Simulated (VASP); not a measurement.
# AlCo (P4/mmm) in VASP: notebook

Runs on AlCo. Level: PBE. Tasks: single point.

Everything below comes from runs of VASP 6.6.1. Logs are shortened: lines on timing, memory, paths and dates and some standing lists are left out, and cuts for length are marked.

## Step 1: The cell of the first run

It takes space group P4/mmm (No. 123, tetragonal). Conventional cell: a = 2.681 Å, b = 2.681 Å, c = 2.852 Å, α = 90.00°, β = 90.00°, γ = 90.00°. Within 3.1 Å of Al (site symmetry 4/mmm) lie 8 Co at 2.37 Å and 6 Al at 2.68 to 2.85 Å. Within 3.1 Å of Co (site symmetry 4/mmm) lie 8 Al at 2.37 Å and 6 Co at 2.68 to 2.85 Å.

## Step 2: Single point, PBE (strain -0.0600 x Voigt [1, 1, 0, 0, 0, 0])

Input file INCAR:

```
ALGO = Fast
EDIFF = 1E-7
ENCUT = 520
GGA = PE
ISIF = 2
ISMEAR = 0
LASPH = T
LCHARG = F
LREAL = F
LWAVE = F
NBANDS = 13
NELM = 80
PREC = Accurate
SIGMA = 0.15
```

Input file KPOINTS:

```
k-points
0
Gamma
  22 22 22
```

Input file POSCAR:

```
AlCo
1.0
    2.6807882648      0.0000000000      0.0000000000
    0.0000000000      2.6807882648      0.0000000000
    0.0000000000      0.0000000000      2.8519024094
Al Co
1 1
Direct
    0.0000000000      0.0000000000      0.0000000000
    0.5000000000      0.5000000000      0.5000000000
```

Potentials or basis: VASP PAW PBE potentials, release 64 (Al, Co).

Started as:

```bash
$ cat potpaw_PBE.64/Al/POTCAR potpaw_PBE.64/Co/POTCAR > POTCAR
$ mpirun -np 1 vasp_std > vasp.out
```

OUTCAR:

```text
EDIFF = 1E-7
   ENCUT = 520
   GGA = PE
   ISIF = 2
   ISMEAR = 0
   LASPH = T
   LREAL = F
   NELM = 80
   PREC = Accurate

 ion  position               nearest neighbor table
   1  0.000  0.000  0.000-   2 2.37   2 2.37   2 2.37   2 2.37   2 2.37   2 2.37   2 2.37   2 2.37

   2  0.500  0.500  0.500-   1 2.37   1 2.37   1 2.37   1 2.37   1 2.37   1 2.37   1 2.37   1 2.37

  LATTYP: Found a simple tetragonal cell.
 ALAT       =     2.6807882648
 C/A-ratio  =     1.0638297872

  Lattice vectors:

 A1 = (   2.6807882648,   0.0000000000,   0.0000000000)
 A2 = (   0.0000000000,   2.6807882648,   0.0000000000)
 A3 = (   0.0000000000,   0.0000000000,   2.8519024094)

Analysis of symmetry for initial positions (statically):
=====================================================================
 Subroutine PRICEL returns:
 Original cell was already a primitive cell.

 Routine SETGRP: Setting up the symmetry group for a
 simple tetragonal supercell.

 Subroutine GETGRP returns: Found 16 space group operations
 (whereof 16 operations were pure point group operations)
 out of a pool of 16 trial point group operations.

The static configuration has the point symmetry D_4h.

Analysis of symmetry for dynamics (positions and initial velocities):
=====================================================================
 Subroutine PRICEL returns:
 Original cell was already a primitive cell.

 Routine SETGRP: Setting up the symmetry group for a
 simple tetragonal supercell.

 Subroutine GETGRP returns: Found 16 space group operations
 (whereof 16 operations were pure point group operations)
 out of a pool of 16 trial point group operations.

The dynamic configuration has the point symmetry D_4h.

 Subroutine INISYM returns: Found 16 space group operations
 (whereof 16 operations are pure point group operations),
 and found     1 'primitive' translations

----------------------------------------------------------------------------------------

                                     Primitive cell

  volume of cell :      20.4956

  direct lattice vectors                    reciprocal lattice vectors
     2.680788265  0.000000000  0.000000000     0.373024611  0.000000000  0.000000000
     0.000000000  2.680788265  0.000000000     0.000000000  0.373024611  0.000000000
     0.000000000  0.000000000  2.851902409     0.000000000  0.000000000  0.350643134

  length of vectors
     2.680788265  2.680788265  2.851902409     0.373024611  0.373024611  0.350643134

  position of ions in fractional coordinates (direct lattice)
     0.000000000  0.000000000  0.000000000
     0.500000000  0.500000000  0.500000000

  ion indices of the primitive-cell ions
   primitive index   ion index
                 1           1
                 2           2

----------------------------------------------------------------------------------------

 KPOINTS: k-points

Automatic generation of k-mesh.
 Grid dimensions read from file:
 generate k-points for:   22   22   22

 Generating k-lattice:

  Cartesian coordinates                     Fractional coordinates (reciprocal lattice)
     0.016955664  0.000000000  0.000000000     0.045454545  0.000000000  0.000000000
     0.000000000  0.016955664  0.000000000     0.000000000  0.045454545  0.000000000
     0.000000000  0.000000000  0.015938324     0.000000000  0.000000000  0.045454545

  Length of vectors
     0.016955664  0.016955664  0.015938324

  Shift w.r.t. Gamma in fractional coordinates (k-lattice)
     0.000000000  0.000000000  0.000000000

 Subroutine IBZKPT returns following result:
 ===========================================

 Found    936 irreducible k-points:

 Following reciprocal coordinates:
            Coordinates               Weight
  0.000000  0.000000  0.000000      1.000000
  0.045455  0.000000  0.000000      4.000000
  0.090909  0.000000  0.000000      4.000000
  0.136364  0.000000  0.000000      4.000000
  0.181818  0.000000  0.000000      4.000000
  0.227273  0.000000  0.000000      4.000000
[... 16 lines left out ...]
  0.500000  0.045455  0.000000      4.000000
  0.090909  0.090909  0.000000      4.000000
 [... further k-points ...]
   k-points           NKPTS =    936   k-points in BZ     NKDIM =    936   number of bands    NBANDS=     13
   number of dos      NEDOS =    301   number of ions     NIONS =      2
   total plane-waves  NPLWV =   9600
   dimension x,y,z NGX =    20 NGY =   20 NGZ =   24
   dimension x,y,z NGXF=    40 NGYF=   40 NGZF=   48
   ions per type =               1   1
   NGX,Y,Z   is equivalent  to a cutoff of  12.40, 12.40, 13.99 a.u.
   NGXF,Y,Z  is equivalent  to a cutoff of  24.81, 24.81, 27.98 a.u.
 SYSTEM =  unknown system
   PREC   = accura    normal or accurate (medium, high low for compatibility)
   ISTART =      0    job   : 0-new  1-cont  2-samecut
   ICHARG =      2    charge: 1-file 2-atom 10-const
   ISPIN  =      1    spin polarized calculation?
   LNONCOLLINEAR =      F non collinear calculations
   LSORBIT =      F    spin-orbit coupling
   LASPH  =      T    aspherical Exc in radial PAW
   ENCUT  =  520.0 eV  38.22 Ry    6.18 a.u.   4.98  4.98  5.30*2*pi/ulx,y,z
   NELM   =     80;   NELMIN=  2; NELMDL= -5     # of ELM steps
   EDIFF  = 0.1E-06   stopping-criterion for ELM
   LREAL  =      F    real-space projection
   EDIFFG = 0.1E-05   stopping-criterion for IOM
   NSW    =      0    number of steps for IOM
   IBRION =     -1    ionic relax: 0-MD 1-quasi-New 2-CG
   NFREE  =      0    steps in history (QN), initial steepest desc. (CG)
   ISIF   =      2    stress and relaxation
   ISYM   =      2    0-nonsym 1-usesym 2-fastsym
   POTIM  = 0.5000    time-step for ionic-motion
   TEBEG  =    0.0;   TEEND  =   0.0 temperature during run
   PSTRESS=    0.0 pullay stress
   NELECT =      12.0000    total number of electrons
   NUPDOWN=      -1.0000    fix difference up-down
   EMIN   =  10.00;   EMAX   =-10.00  energy-range for DOS
   EFERMI =   0.00;   METHOD = LEGACY
   ISMEAR =     0;   SIGMA  =   0.15  broadening in eV -4-tet -1-fermi 0-gaus
   EFERMI_NEDOS =   21; number of points for ismear=-14 and -15
   IALGO  =     68    algorithm
   IMIX   =      4    mixing-type and parameters
     AMIX     =   0.40;   BMIX     =  1.00
     AMIX_MAG =   1.60;   BMIX_MAG =  1.00
  volume/ion in A,a.u.               =      10.25        69.16
  Fermi-wavevector in a.u.,A,eV,Ry     =   1.369563  2.588099 25.520486  1.875703
  Thomas-Fermi vector in A             =   2.495427
   LORBIT       =      0    0 simple, 1 ext, 2 COOP (PROOUT), +10 PAW based schemes
   GGA     = PE    functional components
   LHFCALC =     F    Hartree Fock is set to
   AEXX    =    0.0000 exact exchange contribution
   IVDW    =     0    specifies the selected vdW correction
   LEPSILON=     F    determine dielectric tensor
   LRPA    =     F    only Hartree local field effects (RPA)
 non-spin polarized calculation
 RMM-DIIS sequential band-by-band and
 Gauss-broadening in eV      SIGMA  =   0.15
  energy-cutoff  :      520.00
  volume of cell :       20.50
 maximum number of plane-waves:       568
 NGX is ok and might be reduce to    20
   NGX =  9   NGY =  9   NGZ = 11

 number of electron      11.9999997 magnetization

 Free energy of the ion-electron system (eV)
  ---------------------------------------------------
  ext. energy  EPLUGINS =         0.00000000
  ---------------------------------------------------
  free energy    TOTEN  =       -11.74312380 eV

  energy without entropy =      -11.73350583  energy(sigma->0) =      -11.73831482

 E-fermi :  12.1969     XC(G=0): -12.8705

 val. band max:       12.1947778424   @ k =   0.2727   0.1364   0.5000
 cond. band min:      12.1978260043   @ k =   0.1818   0.0455   0.4545
 fundamental gap:      0.0030481620
 Fermi energy:        12.1968594650

 k-point     1 :       0.0000    0.0000    0.0000
  band No.  band energies     occupation
      1       0.3723      2.00000
      2       8.6832      2.00000
      3       8.8191      2.00000
      4      11.2475      2.00000
      5      11.2475      2.00000
      6      11.4946      2.00000
      7      17.3435      0.00000
      8      19.7541      0.00000
      9      19.7541      0.00000
     10      21.2224      0.00000
     11      21.7527      0.00000
     12      30.0910      0.00000
     13      35.0429      0.00000

 k-point     2 :       0.0455    0.0000    0.0000
  band No.  band energies     occupation
      1       0.4168      2.00000
      2       8.6956      2.00000
      3       8.8235      2.00000
      4      11.2132      2.00000
      5      11.2507      2.00000
      6      11.4698      2.00000
      7      17.4125      0.00000
      8      19.1430      0.00000
      9      19.8133      0.00000
     10      21.2738      0.00000
     11      22.2573      0.00000
     12      30.2418      0.00000
     13      34.3098      0.00000

 k-point     3 :       0.0909    0.0000    0.0000
  band No.  band energies     occupation
      1       0.5501      2.00000
      2       8.7279      2.00000
      3       8.8365      2.00000
      4      11.1161      2.00000
      5      11.2601      2.00000
      6      11.3988      2.00000
      7      17.6138      0.00000
      8      18.0591      0.00000
      9      19.9879      0.00000
     10      21.2698      0.00000
     11      23.1791      0.00000
     12      30.6971      0.00000
     13      33.1302      0.00000
[... 305 lines left out ...]
 k-point    23 :       0.5000    0.0455    0.0000
  band No.  band energies     occupation
      1       5.1517      2.00000
      2       5.3782      2.00000
      3       9.5194      2.00000
      4       9.9705      2.00000
      5      10.4538      2.00000
      6      11.3808      2.00000
      7      12.7858      0.00000
      8      20.7043      0.00000
      9      22.3367      0.00000
     10      24.0274      0.00000
     11      24.3479      0.00000
     12      25.9943      0.00000
     13      28.9623      0.00000

 k-point    24 :       0.0909    0.0909    0.0000
  band No.  band energies     occupation
      1       0.7268      2.00000
      2       8.7759      2.00000
      3       8.8562      2.00000
      4      11.0934      2.00000
      5      11.1688      2.00000
      6      11.2939      2.00000
      7      17.8780      0.00000
      8      17.8797      0.00000
      9      18.6844      0.00000
     10      21.8471      0.00000
     11      24.1803      0.00000
     12      31.1929      0.00000
     13      32.9516      0.00000

 [... further k-points ...]

------------------------ aborting loop because EDIFF is reached ----------------------------------------

  FORCE on cell =-STRESS in cart. coord.  units (eV):
  Direction    XX          YY          ZZ          XY          YZ          ZX
  --------------------------------------------------------------------------------------
  -------------------------------------------------------------------------------------
  Total        4.2363333      4.2363333      2.7926264      0.0000000      0.0000000      0.0000000
  in kB      331.1623936    331.1623936    218.3050287      0.0000000      0.0000000      0.0000000
  external PRESSURE =     293.5432719 kB  Pullay stress =       0.0000000 kB

 VOLUME and BASIS-vectors are now :
 -----------------------------------------------------------------------------
  energy-cutoff  :      520.00
  volume of cell :       20.50
      direct lattice vectors                 reciprocal lattice vectors
     2.680788265  0.000000000  0.000000000     0.373024611  0.000000000  0.000000000
     0.000000000  2.680788265  0.000000000     0.000000000  0.373024611  0.000000000
     0.000000000  0.000000000  2.851902409     0.000000000  0.000000000  0.350643134

 POSITION                                       TOTAL-FORCE (eV/Angst)
 -----------------------------------------------------------------------------------
      0.00000      0.00000      0.00000         0.000000      0.000000      0.000000
      1.34039      1.34039      1.42595         0.000000      0.000000      0.000000
 -----------------------------------------------------------------------------------
    total drift:                               -0.000000      0.000000      0.000000

  FREE ENERGIE OF THE ION-ELECTRON SYSTEM (eV)
  ---------------------------------------------------
  free  energy   TOTEN  =       -11.7431237961 eV

  energy  without entropy=      -11.7335058340  energy(sigma->0) =      -11.73831482
```

It took 3 min on 1 thread of AMD EPYC 7R13 (Zen 3), shared host; peak memory 0.33 GiB.

What came out:

* Free energy: -11.7431 eV
* Pressure: 29.4 GPa
* Band gap on the k mesh: zero (bands 6 and 7 overlap by 2.66 eV)

Caveat: the cell differs from its parent crystal (strain -0.0600 x Voigt [1, 1, 0, 0, 0, 0]); the cell stands under pressure; the run has no spin polarisation, though such a crystal can be magnetic. Spin polarisation is off, so any magnetic state and its effect on volume and gap are missing.

## Step 3: Single point, PBE (strain -0.0450 x Voigt [1, 1, 0, 0, 0, 0])

Input file INCAR:

```
PREC = Accurate
ENCUT = 520
EDIFF = 1E-7
ISMEAR = 0
SIGMA = 0.15
LREAL = F
LASPH = T
NELM = 100
ALGO = Fast
ISIF = 2
LWAVE = F
LCHARG = F
GGA = PE
NBANDS = 13
```

Input file KPOINTS:

```
Automatic mesh
0
Gamma
  22 22 22
```

Input file POSCAR:

```
AlCo
1.0
    2.7235668010      0.0000000000      0.0000000000
    0.0000000000      2.7235668010      0.0000000000
    0.0000000000      0.0000000000      2.8519024094
Al Co
1 1
Direct
    0.0000000000      0.0000000000      0.0000000000
    0.5000000000      0.5000000000      0.5000000000
```

Potentials or basis: VASP PAW PBE potentials, release 64 (Al, Co).

Started as:

```bash
$ cat potpaw_PBE.64/Al/POTCAR potpaw_PBE.64/Co/POTCAR > POTCAR
$ mpirun -np 1 vasp_std > vasp.out
```

It took 2.9 min on 1 thread of AMD EPYC 7R13 (Zen 3), shared host; peak memory 0.34 GiB.

It converged, with:

```yaml
Free_energy: -11.8583 eV
Pressure: 20.0 GPa
Band_gap_on_the_k_mesh: zero (bands 6 and 7 overlap by 2.64 eV)
```

Stress tensor (GPa, compression positive):
```
22.67  0.00  0.00
 0.00 22.67  0.00
 0.00  0.00 14.66
```

Levels at points of the mesh, in eV from the Fermi level:
| k point | band 2 | band 3 | band 4 | band 5 | band 6 | band 7 | band 8 | band 9 | band 10 | band 11 |
| --- | --- | --- | --- | --- | --- | --- | --- | --- | --- | --- |
| (0.00, 0.00, 0.00) | -3.37 | -3.28 | -0.94 | -0.94 | -0.76 | 5.35 | 7.11 | 7.11 | 8.95 | 9.33 |
| (0.50, 0.00, 0.00) | -6.84 | -2.62 | -2.10 | -1.74 | -0.79 | 0.46 | 8.52 | 10.19 | 11.79 | 11.98 |
| (0.50, 0.50, 0.00) | -3.30 | -2.57 | -2.57 | -1.83 | -1.83 | -0.08 | 3.08 | 4.39 | 13.10 | 15.96 |
| (0.00, 0.00, 0.50) | -7.13 | -2.70 | -1.75 | -1.75 | -0.66 | -0.01 | 8.59 | 11.67 | 11.67 | 12.85 |
| (0.50, 0.00, 0.50) | -3.39 | -3.05 | -2.76 | -1.58 | -1.53 | -0.26 | 2.66 | 3.91 | 14.33 | 16.80 |
| (0.50, 0.50, 0.50) | -4.31 | -4.31 | -0.25 | -0.05 | 2.33 | 2.53 | 2.53 | 5.05 | 5.71 | 5.71 |

Caveat: the cell differs from its parent crystal (strain -0.0450 x Voigt [1, 1, 0, 0, 0, 0]); the cell stands under pressure; the run has no spin polarisation, though such a crystal can be magnetic.
